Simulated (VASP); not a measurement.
# Ba7Hf8O23 (a cell with a defect) in VASP: single point with PBEsol

Aim: the single point of Ba7Hf8O23 (a cell with a defect) with PBEsol.

All numbers are computed with VASP 6.6.1; they aren't measurements. Logs are shortened: lines on timing, memory, paths and dates and some standing lists are left out, and cuts for length are marked.

## (1) The cell of the first run

The cell holds a defect, 38 atoms: a = 8.315 Å, b = 8.315 Å, c = 8.315 Å, α = 90.00°, β = 90.00°, γ = 90.00°.

## (2) Single point, PBEsol

INCAR

```
PREC     = Accurate       # precision mode
ENCUT    = 520            # plane-wave cutoff, eV
EDIFF    = 1E-6           # SCF threshold, eV
ISMEAR   = -1             # smearing method
SIGMA    = 0.05           # smearing width, eV
LREAL    = Auto         
LASPH    = True           # aspherical terms in the spheres
NELM     = 100            # most SCF steps
ALGO     = Normal         # electronic algorithm
ISIF     = 2              # what is computed and relaxed
LWAVE    = False          # write WAVECAR
LCHARG   = False          # write CHGCAR
GGA      = PS             # functional
ISYM     = 0            
NBANDS   = 169            # bands
```

KPOINTS

```
Automatic mesh
0
Gamma
  1 1 1
  0.25 0.25 0.25
```

POSCAR

```
Ba7Hf8O23
1.0
    8.3151870000      0.0000000000      0.0000000000
    0.0000000000      8.3151870000      0.0000000000
    0.0000000000      0.0000000000      8.3151870000
Ba Hf O
7 8 23
Direct
    0.9911710000      0.9916530000      0.9990890000
    0.9911810000      0.9916510000      0.4999280000
    0.9903840000      0.5070540000      0.0002190000
    0.9805810000      0.5062190000      0.5000470000
    0.5065280000      0.9909360000      0.0001860000
    0.5057540000      0.9812450000      0.5000370000
    0.5070200000      0.5073960000      0.0011740000
    0.2530520000      0.2535830000      0.2684280000
    0.2532950000      0.2538490000      0.7319050000
    0.2504900000      0.7469590000      0.2488680000
    0.2507960000      0.7467150000      0.7512150000
    0.7465680000      0.2510220000      0.2489190000
    0.7462070000      0.2512650000      0.7512390000
    0.7455970000      0.7461200000      0.2530130000
    0.7454360000      0.7459730000      0.7470720000
    0.2446060000      0.2454510000      0.5001390000
    0.2472900000      0.7566280000      0.0001550000
    0.2438180000      0.7660300000      0.5002090000
    0.7558610000      0.2480010000      0.0001870000
    0.7655050000      0.2443060000      0.5002870000
    0.7509310000      0.7514180000      0.0002730000
    0.7576310000      0.7582730000      0.5002900000
    0.0074620000      0.2497900000      0.2322790000
    0.0082960000      0.2505010000      0.7691460000
    0.9996300000      0.7506950000      0.2525660000
    0.9997500000      0.7511060000      0.7481710000
    0.4941900000      0.2456530000      0.2188880000
    0.4949650000      0.2466080000      0.7803920000
    0.4988950000      0.7602890000      0.2440480000
    0.4990530000      0.7607980000      0.7566040000
    0.2490770000      0.0080520000      0.2323090000
    0.2498230000      0.0088370000      0.7688590000
    0.2452700000      0.4947080000      0.2186570000
    0.2461710000      0.4955500000      0.7805230000
    0.7503000000      0.0002160000      0.2525490000
    0.7506800000      0.0002560000      0.7483310000
    0.7595370000      0.4995130000      0.2441920000
    0.7602130000      0.4995680000      0.7565620000
```

Potentials or basis: VASP PAW PBE potentials, release 64 (Ba_sv, Hf_pv, O).

Started as:

```bash
> cat potpaw_PBE.64/Ba_sv/POTCAR potpaw_PBE.64/Hf_pv/POTCAR potpaw_PBE.64/O/POTCAR > POTCAR
> mpirun -np 1 vasp_std > vasp.out
```

OUTCAR:

```text
PREC = Accurate
   ENCUT = 520
   EDIFF = 1E-6
   ISMEAR = -1
   LREAL = Auto
   LASPH = True
   NELM = 100
   ISIF = 2
   GGA = PS
   ISYM = 0

 ion  position               nearest neighbor table
   1  0.991  0.992  0.999-  21 2.83  24 2.88  32 2.88  36 2.89  17 2.89  26 2.89  19 2.89  31 2.89
                            23 2.90  35 2.91  25 2.91  15 3.57  14 3.58  13 3.61  11 3.61  10 3.62
   2  0.991  0.992  0.500-  22 2.75  18 2.82  20 2.82  35 2.87  25 2.87  26 2.88  36 2.88  16 2.98
                            31 3.09  23 3.09  32 3.11  24 3.11  14 3.54  15 3.55  12 3.63  10 3.63
   3  0.990  0.507  0.000-  38 2.79  33 2.79  37 2.79  34 2.81  21 2.84  24 2.87  23 2.88  19 2.91
                            25 2.92  26 2.92  17 2.98  14 3.54  15 3.54  12 3.59  10 3.60  13 3.60
   4  0.981  0.506  0.500-  22 2.80  37 2.81  38 2.81  20 2.82  25 2.90  26 2.90  18 3.08  16 3.09
                            23 3.09  24 3.10  34 3.21  33 3.21  14 3.47  15 3.47  12 3.56  13 3.56
   5  0.507  0.991  0.000-  30 2.79  29 2.79  27 2.79  28 2.81  21 2.85  32 2.88  31 2.89  17 2.91
                            36 2.92  35 2.92  19 2.98  14 3.54  15 3.54  10 3.60  11 3.60  12 3.60
   6  0.506  0.981  0.500-  22 2.80  29 2.81  30 2.81  18 2.82  35 2.90  36 2.90  20 3.07  16 3.09
                            31 3.09  32 3.09  27 3.21  28 3.21  15 3.47  14 3.47  11 3.56  10 3.56
   7  0.507  0.507  0.001-  33 2.83  27 2.83  34 2.84  28 2.84  21 2.87  37 2.91  29 2.92  38 2.93
                            30 2.93  19 2.99  17 2.99  14 3.50  15 3.51  12 3.57  10 3.57  13 3.58
   8  0.253  0.254  0.268-  16 1.93  27 2.05  33 2.05  31 2.06  23 2.06   2 3.63   6 3.64   4 3.64
                             7 3.72   3 3.77   5 3.77   1 3.81   9 3.85
   9  0.253  0.254  0.732-  16 1.93  28 2.05  34 2.05  32 2.06  24 2.06   2 3.64   6 3.64   4 3.64
[... 22 lines left out ...]
  25  1.000  0.751  0.253-  10 2.09  14 2.11   2 2.87   4 2.90   1 2.91   3 2.92
  26  1.000  0.751  0.748-  11 2.09  15 2.12   2 2.88   1 2.89   4 2.90   3 2.92
  27  0.494  0.246  0.219-   8 2.05  12 2.11   5 2.79   7 2.83   6 3.21
  28  0.495  0.247  0.780-   9 2.05  13 2.10   5 2.81   7 2.84   6 3.21
  29  0.499  0.760  0.244-  14 2.06  10 2.07   5 2.79   6 2.81   7 2.92
  30  0.499  0.761  0.757-  15 2.05  11 2.07   5 2.79   6 2.81   7 2.93
  31  0.249  0.008  0.232-   8 2.06  10 2.18   5 2.89   1 2.89   6 3.09   2 3.09
  32  0.250  0.009  0.769-   9 2.06  11 2.18   5 2.88   1 2.88   6 3.09   2 3.11
  33  0.245  0.495  0.219-   8 2.05  10 2.11   3 2.79   7 2.83   4 3.21
  34  0.246  0.496  0.781-   9 2.05  11 2.10   3 2.81   7 2.84   4 3.21
  35  0.750  0.000  0.253-  12 2.09  14 2.11   2 2.87   6 2.90   1 2.91   5 2.92
  36  0.751  0.000  0.748-  13 2.09  15 2.11   2 2.88   1 2.89   6 2.90   5 2.92
  37  0.760  0.500  0.244-  14 2.06  12 2.07   3 2.79   4 2.81   7 2.91
  38  0.760  0.500  0.757-  15 2.05  13 2.07   3 2.79   4 2.81   7 2.93

IMPORTANT INFORMATION: All symmetrisations will be switched off!
NOSYMM: (Re-)initialisation of all symmetry stuff for point group C_1.

----------------------------------------------------------------------------------------

                                     Primitive cell

  volume of cell :     574.9314

  direct lattice vectors                    reciprocal lattice vectors
     8.315187000  0.000000000  0.000000000     0.120261877  0.000000000  0.000000000
     0.000000000  8.315187000  0.000000000     0.000000000  0.120261877  0.000000000
     0.000000000  0.000000000  8.315187000     0.000000000  0.000000000  0.120261877

  length of vectors
     8.315187000  8.315187000  8.315187000     0.120261877  0.120261877  0.120261877

  position of ions in fractional coordinates (direct lattice)
     0.991171000  0.991653000  0.999089000
     0.991181000  0.991651000  0.499928000
     0.990384000  0.507054000  0.000219000
     0.980581000  0.506219000  0.500047000
     0.506528000  0.990936000  0.000186000
     0.505754000  0.981245000  0.500037000
[... 30 lines left out ...]
     0.759537000  0.499513000  0.244192000
     0.760213000  0.499568000  0.756562000

  ion indices of the primitive-cell ions
   primitive index   ion index
                 1           1
                 2           2
                 3           3
                 4           4
                 5           5
                 6           6
[... 30 lines left out ...]
                37          37
                38          38

----------------------------------------------------------------------------------------

 KPOINTS: Automatic mesh

Automatic generation of k-mesh.
 Grid dimensions read from file:
 generate k-points for:    1    1    1

 Generating k-lattice:

  Cartesian coordinates                     Fractional coordinates (reciprocal lattice)
     0.120261877  0.000000000  0.000000000     1.000000000  0.000000000  0.000000000
     0.000000000  0.120261877  0.000000000     0.000000000  1.000000000  0.000000000
     0.000000000  0.000000000  0.120261877     0.000000000  0.000000000  1.000000000

  Length of vectors
     0.120261877  0.120261877  0.120261877

  Shift w.r.t. Gamma in fractional coordinates (k-lattice)
     0.250000000  0.250000000  0.250000000

 Subroutine IBZKPT returns following result:
 ===========================================

 Found      4 irreducible k-points:

 Following reciprocal coordinates:
            Coordinates               Weight
  0.250000  0.250000  0.250000      2.000000
 -0.250000  0.250000  0.250000      2.000000
 -0.250000 -0.250000  0.250000      2.000000
  0.250000 -0.250000  0.250000      2.000000
   k-points           NKPTS =      4   k-points in BZ     NKDIM =      4   number of bands    NBANDS=    169
   number of dos      NEDOS =    301   number of ions     NIONS =     38
   total plane-waves  NPLWV = 262144
   dimension x,y,z NGX =    64 NGY =   64 NGZ =   64
   dimension x,y,z NGXF=   128 NGYF=  128 NGZF=  128
   ions per type =               7   8  23
   NGX,Y,Z   is equivalent  to a cutoff of  12.80, 12.80, 12.80 a.u.
   NGXF,Y,Z  is equivalent  to a cutoff of  25.59, 25.59, 25.59 a.u.
 SYSTEM =  unknown system
   PREC   = accura    normal or accurate (medium, high low for compatibility)
   ISTART =      0    job   : 0-new  1-cont  2-samecut
   ICHARG =      2    charge: 1-file 2-atom 10-const
   ISPIN  =      1    spin polarized calculation?
   LNONCOLLINEAR =      F non collinear calculations
   LSORBIT =      F    spin-orbit coupling
   LASPH  =      T    aspherical Exc in radial PAW
   ENCUT  =  520.0 eV  38.22 Ry    6.18 a.u.  15.46 15.46 15.46*2*pi/ulx,y,z
   NELM   =    100;   NELMIN=  2; NELMDL= -5     # of ELM steps
   EDIFF  = 0.1E-05   stopping-criterion for ELM
   LREAL  =      T    real-space projection
   EDIFFG = 0.1E-04   stopping-criterion for IOM
   NSW    =      0    number of steps for IOM
   IBRION =     -1    ionic relax: 0-MD 1-quasi-New 2-CG
   NFREE  =      0    steps in history (QN), initial steepest desc. (CG)
   ISIF   =      2    stress and relaxation
   ISYM   =      0    0-nonsym 1-usesym 2-fastsym
   POTIM  = 0.5000    time-step for ionic-motion
   TEBEG  =    0.0;   TEEND  =   0.0 temperature during run
   PSTRESS=    0.0 pullay stress
   NELECT =     288.0000    total number of electrons
   NUPDOWN=      -1.0000    fix difference up-down
   EMIN   =  10.00;   EMAX   =-10.00  energy-range for DOS
   EFERMI =   0.00;   METHOD = LEGACY
   ISMEAR =    -1;   SIGMA  =   0.05  broadening in eV -4-tet -1-fermi 0-gaus
   EFERMI_NEDOS =   21; number of points for ismear=-14 and -15
   IALGO  =     38    algorithm
   IMIX   =      4    mixing-type and parameters
     AMIX     =   0.40;   BMIX     =  1.00
     AMIX_MAG =   1.60;   BMIX_MAG =  1.00
  volume/ion in A,a.u.               =      15.13       102.10
  Fermi-wavevector in a.u.,A,eV,Ry     =   1.300170  2.456966 22.999878  1.690443
  Thomas-Fermi vector in A             =   2.431387
   LORBIT       =      0    0 simple, 1 ext, 2 COOP (PROOUT), +10 PAW based schemes
   GGA     = PS    functional components
   LHFCALC =     F    Hartree Fock is set to
   AEXX    =    0.0000 exact exchange contribution
   IVDW    =     0    specifies the selected vdW correction
   LEPSILON=     F    determine dielectric tensor
   LRPA    =     F    only Hartree local field effects (RPA)
 non-spin polarized calculation
  energy-cutoff  :      520.00
  volume of cell :      574.93
 maximum number of plane-waves:     15468
 NGX is ok and might be reduce to    64
   NGX = 31   NGY = 31   NGZ = 31

 number of electron     288.0000048 magnetization

 Free energy of the ion-electron system (eV)
  ---------------------------------------------------
  ext. energy  EPLUGINS =         0.00000000
  ---------------------------------------------------
  free energy    TOTEN  =      -347.16085067 eV

  energy without entropy =     -347.16085067  energy(sigma->0) =     -347.16085067

 E-fermi :   3.0445     XC(G=0): -10.7005

 val. band max:        1.7618641565   @ k =  -0.2500  -0.2500   0.2500
 cond. band min:       4.7462610858   @ k =  -0.2500   0.2500   0.2500
 fundamental gap:      2.9843969294
 Fermi energy:         3.0444526441

 k-point     1 :       0.2500    0.2500    0.2500
  band No.  band energies     occupation
      1     -27.7194      2.00000
      2     -27.5416      2.00000
      3     -27.2530      2.00000
      4     -27.2438      2.00000
      5     -27.2276      2.00000
      6     -27.2185      2.00000
[... 148 lines left out ...]
    155       7.3860      0.00000
    156       7.5478      0.00000

 k-point     2 :      -0.2500    0.2500    0.2500
  band No.  band energies     occupation
      1     -27.7194      2.00000
      2     -27.5416      2.00000
      3     -27.2530      2.00000
      4     -27.2438      2.00000
      5     -27.2276      2.00000
      6     -27.2185      2.00000
[... 148 lines left out ...]
    155       7.3780      0.00000
    156       7.5320      0.00000

 k-point     3 :      -0.2500   -0.2500    0.2500
  band No.  band energies     occupation
      1     -27.7194      2.00000
      2     -27.5416      2.00000
      3     -27.2530      2.00000
      4     -27.2438      2.00000
      5     -27.2276      2.00000
      6     -27.2185      2.00000
[... 148 lines left out ...]
    155       7.3940      0.00000
    156       7.5430      0.00000

 k-point     4 :       0.2500   -0.2500    0.2500
  band No.  band energies     occupation
      1     -27.7194      2.00000
      2     -27.5416      2.00000
      3     -27.2530      2.00000
      4     -27.2438      2.00000
      5     -27.2276      2.00000
      6     -27.2185      2.00000
[... 148 lines left out ...]
    155       7.3781      0.00000
    156       7.5319      0.00000
 [bands above 156 left out]

------------------------ aborting loop because EDIFF is reached ----------------------------------------

  FORCE on cell =-STRESS in cart. coord.  units (eV):
  Direction    XX          YY          ZZ          XY          YZ          ZX
  --------------------------------------------------------------------------------------
  -------------------------------------------------------------------------------------
  Total       -8.6580976     -8.6477566     -1.6975695     -0.8572454     -0.0098534     -0.0073335
  in kB      -24.1277596    -24.0989421     -4.7306638     -2.3889094     -0.0274587     -0.0204366
  external PRESSURE =     -17.6524552 kB  Pullay stress =       0.0000000 kB

 VOLUME and BASIS-vectors are now :
 -----------------------------------------------------------------------------
  energy-cutoff  :      520.00
  volume of cell :      574.93
      direct lattice vectors                 reciprocal lattice vectors
     8.315187000  0.000000000  0.000000000     0.120261877  0.000000000  0.000000000
     0.000000000  8.315187000  0.000000000     0.000000000  0.120261877  0.000000000
     0.000000000  0.000000000  8.315187000     0.000000000  0.000000000  0.120261877

 POSITION                                       TOTAL-FORCE (eV/Angst)
 -----------------------------------------------------------------------------------
      8.24177      8.24578      8.30761         0.019400      0.018889      0.028645
      8.24186      8.24576      4.15699         0.077195      0.073785      0.003401
      8.23523      4.21625      0.00182         0.019585     -0.002816     -0.013455
      8.15371      4.20931      4.15798         0.092523     -0.028470      0.008578
      4.21188      8.23982      0.00155        -0.004380      0.018568     -0.008428
      4.20544      8.15924      4.15790        -0.033304      0.088856      0.005009
[... 30 lines left out ...]
      6.31569      4.15354      2.03050        -0.061840     -0.015816      0.023783
      6.32131      4.15400      6.29095        -0.070731     -0.004255     -0.039868
 -----------------------------------------------------------------------------------
    total drift:                                0.011194      0.024898      0.002836

  FREE ENERGIE OF THE ION-ELECTRON SYSTEM (eV)
  ---------------------------------------------------
  free  energy   TOTEN  =      -347.1608506732 eV

  energy  without entropy=     -347.1608506732  energy(sigma->0) =     -347.16085067
```

Wall time 24 min (1 thread of AMD EPYC 7R43 (Zen 3), shared host); peak memory 0.66 GiB.

Results:

```yaml
Free_energy: -347.1609 eV
Pressure: -1.8 GPa
Largest_force: 0.121 eV/Å
Band_gap_on_the_k_mesh: 2.98 eV
```

Forces on the atoms (eV/Å):
```
Ba   0.019  0.019  0.029
Ba   0.077  0.074  0.003
Ba   0.020 -0.003 -0.013
Ba   0.093 -0.028  0.009
Ba  -0.004  0.019 -0.008
Ba  -0.033  0.089  0.005
Ba   0.008  0.011 -0.036
Hf  -0.023 -0.024  0.003
Hf   0.006  0.012 -0.017
Hf   0.019  0.015 -0.007
Hf   0.013  0.020  0.019
Hf   0.001  0.016 -0.010
Hf   0.022  0.022  0.023
Hf   0.005  0.013  0.008
Hf   0.020  0.013  0.028
O    0.022  0.021  0.005
O    0.003 -0.035  0.006
O    0.013 -0.079 -0.007
O   -0.032  0.002  0.008
O   -0.074  0.009 -0.011
O   -0.010 -0.009  0.002
O   -0.061 -0.060 -0.017
O    0.027  0.002  0.050
O   -0.002 -0.011 -0.073
O   -0.004 -0.015 -0.003
O    0.004 -0.012 -0.006
O    0.024  0.033  0.114
O   -0.010  0.004 -0.078
O   -0.005 -0.065  0.025
O   -0.003 -0.068 -0.040
O    0.002  0.025  0.052
O   -0.006  0.000 -0.069
O    0.027  0.024  0.114
O    0.005 -0.015 -0.079
O   -0.016 -0.005 -0.005
O   -0.015  0.007 -0.007
O   -0.062 -0.016  0.024
O   -0.071 -0.004 -0.040
```

Caveat: the k points lie up to 0.76 Å⁻¹ apart; the PAW data sets were made with another functional, which shifts forces and pressure a little; spin-orbit coupling is left out, which moves the levels of the heavy elements.
